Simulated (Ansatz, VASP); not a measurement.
## BN in VASP and in Ansatz

```
B N
1.0
     0.00000    1.74583    1.74583
     1.74583    0.00000    1.74583
     1.74583    1.74583    0.00000
B N
1 1
Direct
  0.00000 0.00000 0.00000
  0.50000 0.50000 0.50000
```

Alike in both runs: task single point; functional r2SCAN; k mesh 8 × 8 × 8; no spin polarisation.

|  | VASP | Ansatz |
| --- | --- | --- |
| version | VASP 6.6.1 | Ansatz 0.2.0 |
| potentials or method | VASP PAW PBE potentials, release 64 (B, N) | plane waves |
| plane-wave cutoff (eV) | 520 | 500 |
| occupations | gaussian, width 0.01 eV | fixed |
| valence electrons in the cell | 8 | 8 |

```csv
,VASP,Ansatz,Ansatz less VASP
gap on the k mesh at the Fermi level (eV),1.48,1.49,+0.010
pressure (GPa),0.4,0.0,-0.39
```

VASP's potentials were made for PBE, not for r2SCAN.
